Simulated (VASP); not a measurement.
# Rb (I4/mmm) in VASP: further runs

Runs on Rb. Level: RPBE. Tasks: relaxation of cell and atoms.

All numbers are computed with VASP 6.6.1; they aren't measurements. Logs are shortened: lines on timing, memory, paths and dates and some standing lists are left out, and cuts for length are marked.

## Step 1: The cell of the first run

Symmetry: I4/mmm, No. 139, tetragonal system. The conventional cell has a = 6.100 Å, b = 6.100 Å, c = 5.638 Å, α = 90.00°, β = 90.00°, γ = 90.00°.

## Step 2: Relaxation of cell and atoms, RPBE (104.89 Å³/atom)

The input, POSCAR:

```
Rb
1.0
   -3.0498838455      3.0498838455      2.8189971937
    3.0498838455     -3.0498838455      2.8189971937
    3.0498838455      3.0498838455     -2.8189971937
Rb
1
Direct
    0.0000000000      0.0000000000      0.0000000000
```

The input, INCAR.step1:

```
GGA = RP ; ISMEAR = -1
SIGMA = 0.03 ; LWAVE = F
LCHARG = F ; NSW = 80
PREC = Accurate ; LASPH = T
LREAL = F ; ALGO = Normal
EDIFF = 1E-6 ; NELM = 120
GGA_COMPAT = F ; IBRION = 2
ISIF = 3 ; EDIFFG = -0.005
NELMIN = 4 ; ENCUT = 330
KPAR = 2 ; POTIM = 0.5
```

The input, INCAR.step3:

```
GGA = RP ; ISMEAR = -1
SIGMA = 0.03 ; LWAVE = F
LCHARG = F ; PREC = Accurate
LASPH = T ; LREAL = F
ALGO = Normal ; EDIFF = 1E-6
NELM = 120 ; GGA_COMPAT = F
ISIF = 2 ; ENCUT = 330
KPAR = 2
```

The input, KPOINTS:

```
Automatic mesh
0
Gamma
  7 7 7
  0 0 0
```

Potentials or basis: VASP PAW PBE potentials, release 64 (Rb_sv).

Launch:

```bash
$ cat potpaw_PBE.64/Rb_sv/POTCAR > POTCAR
$ cp INCAR.step1 INCAR
$ cp POSCAR.step1 POSCAR
$ mpirun -np 2 vasp_std > vasp.out
$ cp CONTCAR POSCAR
$ mpirun -np 2 vasp_std > vasp.out
$ cp CONTCAR POSCAR
$ cp INCAR.step3 INCAR
$ mpirun -np 2 vasp_std > vasp.out
```

OUTCAR:

```text
GGA = RP
   ISMEAR = -1
   PREC = Accurate
   LASPH = T
   LREAL = F
   EDIFF = 1E-6
   NELM = 120
   ISIF = 2
   ENCUT = 330

 Found     40 irreducible k-points:

 Following reciprocal coordinates:
            Coordinates               Weight
  0.000000  0.000000  0.000000      1.000000
  0.142857 -0.000000  0.000000      8.000000
  0.285714 -0.000000  0.000000      8.000000
  0.428571  0.000000 -0.000000      8.000000
  0.142857  0.142857  0.000000      8.000000
  0.285714  0.142857  0.000000     16.000000
   k-points           NKPTS =     40   k-points in BZ     NKDIM =     40   number of bands    NBANDS=      8
   number of dos      NEDOS =    301   number of ions     NIONS =      1
   total plane-waves  NPLWV =  27000
   dimension x,y,z NGX =    30 NGY =   30 NGZ =   30
   dimension x,y,z NGXF=    60 NGYF=   60 NGZF=   60
   ions per type =               1
   NGX,Y,Z   is equivalent  to a cutoff of   9.81,  9.81,  9.81 a.u.
   NGXF,Y,Z  is equivalent  to a cutoff of  19.61, 19.61, 19.61 a.u.
 SYSTEM =  unknown system
   PREC   = accura    normal or accurate (medium, high low for compatibility)
   ISTART =      0    job   : 0-new  1-cont  2-samecut
   ICHARG =      2    charge: 1-file 2-atom 10-const
   ISPIN  =      1    spin polarized calculation?
   LNONCOLLINEAR =      F non collinear calculations
   LSORBIT =      F    spin-orbit coupling
   LASPH  =      T    aspherical Exc in radial PAW
   ENCUT  =  330.0 eV  24.25 Ry    4.92 a.u.   7.53  7.53  7.53*2*pi/ulx,y,z
   NELM   =    120;   NELMIN=  2; NELMDL=  0     # of ELM steps
   EDIFF  = 0.1E-05   stopping-criterion for ELM
   LREAL  =      F    real-space projection
   EDIFFG = 0.1E-04   stopping-criterion for IOM
   NSW    =      0    number of steps for IOM
   IBRION =     -1    ionic relax: 0-MD 1-quasi-New 2-CG
   NFREE  =      0    steps in history (QN), initial steepest desc. (CG)
   ISIF   =      2    stress and relaxation
   ISYM   =      2    0-nonsym 1-usesym 2-fastsym
   POTIM  = 0.5000    time-step for ionic-motion
   TEBEG  =    0.0;   TEEND  =   0.0 temperature during run

   SCALEE = 1.0000    scale energy and forces
   PSTRESS=    0.0 pullay stress
   NELECT =       9.0000    total number of electrons
   NUPDOWN=      -1.0000    fix difference up-down
   EMIN   =  10.00;   EMAX   =-10.00  energy-range for DOS
   EFERMI =   0.00;   METHOD = LEGACY
   ISMEAR =    -1;   SIGMA  =   0.03  broadening in eV -4-tet -1-fermi 0-gaus
   EFERMI_NEDOS =   21; number of points for ismear=-14 and -15
   IALGO  =     38    algorithm
   IMIX   =      4    mixing-type and parameters
     AMIX     =   0.40;   BMIX     =  1.00
     AMIX_MAG =   1.60;   BMIX_MAG =  1.00
  volume/ion in A,a.u.               =     100.23       676.35
  Fermi-wavevector in a.u.,A,eV,Ry     =   0.733101  1.385359  7.312269  0.537437
  Thomas-Fermi vector in A             =   1.825726
   LORBIT       =      0    0 simple, 1 ext, 2 COOP (PROOUT), +10 PAW based schemes
   GGA     = RP    functional components
   LHFCALC =     F    Hartree Fock is set to
   AEXX    =    0.0000 exact exchange contribution
   IVDW    =     0    specifies the selected vdW correction
   LEPSILON=     F    determine dielectric tensor
   LRPA    =     F    only Hartree local field effects (RPA)

   CSHIFT  =0.1000    complex shift for real part using Kramers Kronig

   OMEGAMAX=  -1.0    maximum frequency
 non-spin polarized calculation
  energy-cutoff  :      330.00
  volume of cell :      100.23
 maximum number of plane-waves:      1376
 NGX is ok and might be reduce to    30
   NGX = 15   NGY = 15   NGZ = 15

 number of electron       9.0000000 magnetization

 Free energy of the ion-electron system (eV)
  ---------------------------------------------------
  ext. energy  EPLUGINS =         0.00000000
  ---------------------------------------------------
  free energy    TOTEN  =        -0.82990042 eV

  energy without entropy =       -0.82741763  energy(sigma->0) =       -0.82865903

 E-fermi :  -0.0642     XC(G=0):  -5.1094

 val. band max:       -0.0719184709   @ k =   0.4286   0.0000  -0.0000
 cond. band min:      -0.0314117345   @ k =  -0.2857  -0.2857   0.2857
 fundamental gap:      0.0405067363
 Fermi energy:        -0.0641587046

 k-point     1 :       0.0000    0.0000    0.0000
  band No.  band energies     occupation
      1     -29.0793      2.00000
      2     -13.1401      2.00000
      3     -13.1401      2.00000
      4     -13.1392      2.00000
      5      -1.9010      2.00000
      6       3.1819      0.00000
      7       3.8321      0.00000
      8       3.8340      0.00000

 k-point     2 :       0.1429   -0.0000    0.0000
  band No.  band energies     occupation
      1     -29.0788      2.00000
      2     -13.1523      2.00000
      3     -13.1444      2.00000
      4     -13.1406      2.00000
      5      -1.6712      2.00000
      6       3.0700      0.00000
      7       3.2788      0.00000
      8       3.7700      0.00000

 k-point     3 :       0.2857   -0.0000    0.0000
  band No.  band energies     occupation
      1     -29.0777      2.00000
      2     -13.1807      2.00000
      3     -13.1542      2.00000
      4     -13.1426      2.00000
      5      -1.0192      2.00000
      6       2.1968      0.00000
      7       2.6528      0.00000
      8       4.1972      0.00000

 k-point     4 :       0.4286    0.0000   -0.0000
  band No.  band energies     occupation
      1     -29.0767      2.00000
      2     -13.2030      2.00000
      3     -13.1620      2.00000
      4     -13.1443      2.00000
      5      -0.0719      1.12861
      6       1.1185      0.00000
      7       2.3687      0.00000
      8       4.1389      0.00000

 k-point     5 :       0.1429    0.1429    0.0000
  band No.  band energies     occupation
      1     -29.0779      2.00000
      2     -13.1736      2.00000
      3     -13.1484      2.00000
      4     -13.1462      2.00000
      5      -1.2019      2.00000
      6       2.6174      0.00000
      7       2.6472      0.00000
      8       3.8605      0.00000

 k-point     6 :       0.2857    0.1429    0.0000
  band No.  band energies     occupation
      1     -29.0769      2.00000
      2     -13.1950      2.00000
      3     -13.1600      2.00000
      4     -13.1485      2.00000
      5      -0.3692      1.99992
      6       1.6331      0.00000
      7       2.2482      0.00000
      8       3.9214      0.00000

 [... further k-points ...]

------------------------ aborting loop because EDIFF is reached ----------------------------------------

  FORCE on cell =-STRESS in cart. coord.  units (eV):
  Direction    XX          YY          ZZ          XY          YZ          ZX
  --------------------------------------------------------------------------------------
  -------------------------------------------------------------------------------------
  Total        0.0039290      0.0039290      0.0026009      0.0000000     -0.0000000     -0.0000000
  in kB        0.0628087      0.0628087      0.0415773      0.0000000     -0.0000000     -0.0000000
  external PRESSURE =       0.0557316 kB  Pullay stress =       0.0000000 kB

 VOLUME and BASIS-vectors are now :
 -----------------------------------------------------------------------------
  energy-cutoff  :      330.00
  volume of cell :      100.23
      direct lattice vectors                 reciprocal lattice vectors
    -3.052880115  3.052880115  2.688417162     0.000000000  0.163779769  0.185983041
     3.052880115 -3.052880115  2.688417162     0.163779769  0.000000000  0.185983041
     3.052880115  3.052880115 -2.688417162     0.163779769  0.163779769  0.000000000

 POSITION                                       TOTAL-FORCE (eV/Angst)
 -----------------------------------------------------------------------------------
      0.00000      0.00000      0.00000         0.000000      0.000000      0.000000
 -----------------------------------------------------------------------------------
    total drift:                               -0.000000     -0.000000      0.000000

  FREE ENERGIE OF THE ION-ELECTRON SYSTEM (eV)
  ---------------------------------------------------
  free  energy   TOTEN  =        -0.8299004177 eV

  energy  without entropy=       -0.8274176342  energy(sigma->0) =       -0.82865903
```

Wall time 46 s (2 MPI ranks of Intel Xeon 6975P-C (Granite Rapids), shared host); peak memory 0.16 GiB.

Results:

```
Free energy                           : -0.8299 eV
Relaxed volume                        : 100.23 Å³/atom
Relaxed cell                          : a = 5.086 Å, b = 5.086 Å, c = 5.086 Å, α = 106.22°, β = 106.22°, γ = 116.18°
Space group after relaxing (to 0.1 Å) : I4/mmm (No. 139)
Energy gained by relaxing             : 1.8 meV/atom
Ionic steps                           : 12
Pressure after relaxing               : 0.0 GPa
Band gap on the k mesh                : zero (an odd number of electrons rules out a gap without spin polarisation)
```

Step by step:
```csv
step,energy change (eV),largest force (eV/Å),pressure (GPa),volume (Å³)
1,0.0000,0.0000,-0.10,104.89
2,-0.0006,0.0000,-0.08,103.92
3,-0.0016,0.0000,-0.02,101.07
4,-0.0016,0.0000,0.00,100.16
5,-0.0016,0.0000,0.01,100.07
6,-0.0017,0.0000,0.00,100.07
7,-0.0018,0.0000,0.01,100.10
8,-0.0019,0.0000,0.01,100.13
9,-0.0020,0.0000,0.01,100.16
10,-0.0020,0.0000,0.01,100.16
11,-0.0018,0.0000,0.01,100.16
12,-0.0018,0.0000,0.00,100.23
```

Final structure:
```
Rb
1.0
    -3.05288    3.05288    2.68842
     3.05288   -3.05288    2.68842
     3.05288    3.05288   -2.68842
Rb
1
Direct
  0.00000 0.00000 0.00000
```

Levels at points of the mesh, in eV from the Fermi level:
```csv
k point,band 1,band 2,band 3,band 4,band 5,band 6,band 7,band 8
"(0.00, 0.00, 0.00)",-29.02,-13.08,-13.08,-13.08,-1.84,3.25,3.90,3.90
```

Caveat: the PAW data sets were made with another functional, which shifts forces and pressure a little.

## Step 3: Relaxation of cell and atoms, RPBE (104.89 Å³/atom)

POSCAR is that of step 2.

The input, INCAR.step1:

```
GGA = RP ; ISMEAR = -1
SIGMA = 0.02 ; LWAVE = F
LCHARG = F ; NSW = 80
PREC = Accurate ; LASPH = T
LREAL = F ; ALGO = Normal
EDIFF = 1E-7 ; NELM = 120
GGA_COMPAT = F ; IBRION = 2
ISIF = 3 ; EDIFFG = -0.002
NELMIN = 4 ; ENCUT = 650
KPAR = 2 ; POTIM = 0.5
```

The input, INCAR.step4:

```
GGA = RP ; ISMEAR = -1
SIGMA = 0.02 ; LWAVE = F
LCHARG = F ; PREC = Accurate
LASPH = T ; LREAL = F
ALGO = Normal ; EDIFF = 1E-7
NELM = 120 ; GGA_COMPAT = F
ISIF = 2 ; ENCUT = 650
KPAR = 2
```

The input, KPOINTS:

```
Automatic mesh
0
Gamma
  9 9 9
  0 0 0
```

Potentials or basis: VASP PAW PBE potentials, release 64 (Rb_sv).

Launch:

```bash
$ cat potpaw_PBE.64/Rb_sv/POTCAR > POTCAR
$ cp INCAR.step1 INCAR
$ cp POSCAR.step1 POSCAR
$ mpirun -np 2 vasp_std > vasp.out
$ cp CONTCAR POSCAR
$ mpirun -np 2 vasp_std > vasp.out
$ cp CONTCAR POSCAR
$ mpirun -np 2 vasp_std > vasp.out
$ cp CONTCAR POSCAR
$ cp INCAR.step4 INCAR
$ mpirun -np 2 vasp_std > vasp.out
```

It took 5.7 min on 2 MPI ranks of Intel Xeon 6975P-C (Granite Rapids), shared host; peak memory 0.38 GiB.

The run converged. Its results:

| Property | Result |
| --- | --- |
| Free energy | -0.8281 eV |
| Relaxed volume | 100.34 Å³/atom |
| Relaxed cell | a = 5.073 Å, b = 5.073 Å, c = 5.073 Å, α = 108.15°, β = 108.15°, γ = 112.15° |
| Space group after relaxing (to 0.1 Å) | I4/mmm (No. 139) |
| Energy gained by relaxing | 1.5 meV/atom |
| Ionic steps | 16 |
| Pressure after relaxing | 0.0 GPa |
| Band gap on the k mesh | zero (an odd number of electrons rules out a gap without spin polarisation) |

The path:
| step | energy change (eV) | largest force (eV/Å) | pressure (GPa) | volume (Å³) |
| --- | --- | --- | --- | --- |
| 1 | 0.0000 | 0.0000 | -0.10 | 104.89 |
| 2 | -0.0005 | 0.0000 | -0.08 | 103.94 |
| 3 | -0.0013 | 0.0000 | -0.03 | 101.53 |
| 4 | -0.0004 | 0.0000 | 0.09 | 96.82 |
| 5 | -0.0014 | 0.0000 | 0.00 | 100.42 |
| 6 | -0.0014 | 0.0000 | 0.00 | 100.33 |
| 7 | -0.0014 | 0.0000 | 0.00 | 100.33 |
| 8 | -0.0014 | 0.0000 | 0.00 | 100.33 |
| 9 | -0.0014 | 0.0000 | 0.00 | 100.32 |
| 10 | -0.0015 | 0.0000 | 0.00 | 100.30 |
| 11 | -0.0015 | 0.0000 | 0.00 | 100.23 |
| 12 | -0.0015 | 0.0000 | 0.00 | 100.27 |
| 13 | -0.0015 | 0.0000 | 0.00 | 100.27 |
| 14 | -0.0015 | 0.0000 | 0.00 | 100.31 |
| 15 | -0.0015 | 0.0000 | 0.00 | 100.31 |
| 16 | -0.0015 | 0.0000 | 0.00 | 100.34 |

Final structure:
```yaml
crystal:
  lattice:
    - [-2.97654, 2.97654, 2.83138]
    - [2.97654, -2.97654, 2.83138]
    - [2.97654, 2.97654, -2.83138]
  atoms:
    - { symbol: Rb, position: [0.00000, 0.00000, 0.00000] }
```

Levels at points of the mesh, in eV from the Fermi level:
```
           k point  band 1  band 2  band 3  band 4  band 5  band 6  band 7  band 8
(0.00, 0.00, 0.00)  -29.03  -13.09  -13.09  -13.09   -1.86    3.46    3.70    3.70
```

Caveat: the PAW data sets were made with another functional, which shifts forces and pressure a little.
